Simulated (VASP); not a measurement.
Set up this calculation in VASP 6.6.1, as the native input.

```yaml
Task: single point
Functional: PBE
Potentials_or_basis: VASP PAW PBE potentials, release 64 (Mg, O)
Cutoff: 520 eV
k_mesh: 10 × 10 × 10
Occupations: gaussian, width 0.05 eV
Spin: no spin polarisation
Dipole_correction: no
Further_INCAR_settings: ALGO = Normal; EDIFF = 1e-07; NBANDS = 11
```

The structure of MgO lies in POSCAR:

```
MgO
1.0
    0.0000000000      2.1800959780      2.0737498328
    2.1800959780      0.0000000000      2.0737498328
    2.1800959780      2.1800959780      0.0000000000
Mg O
1 1
Direct
    0.0000000000      0.0000000000      0.0000000000
    0.5000000000      0.5000000000      0.5000000000
```

This cell differs from its parent crystal: strain +0.025 along x and y, -0.025 along z.

These files were run (other wordings do the same):

INCAR

```
ALGO = Normal
EDIFF = 1E-7
ENCUT = 520
GGA = PE
ISIF = 2
ISMEAR = 0
LASPH = True
LCHARG = False
LREAL = False
LWAVE = False
NBANDS = 11
NELM = 60
PREC = Accurate
SIGMA = 0.05
```

KPOINTS

```
k-points
0
Gamma
  10 10 10
```

Potentials or basis: VASP PAW PBE potentials, release 64 (Mg, O).

The run is started by

```console
$ cat potpaw_PBE.64/Mg/POTCAR potpaw_PBE.64/O/POTCAR > POTCAR
$ mpirun -np 1 vasp_std > vasp.out
```

It gave:

The pressure is -3.4 GPa and the band gap on the k mesh is 4.17 eV, direct.

Caveat: the cell differs from its parent crystal (strain +0.025 along x and y, -0.025 along z).

Run time: 7.2 s on 1 thread of Intel(R) Xeon(R) 6975P-C (Granite Rapids) (shared host), peak memory 0.15 GiB.
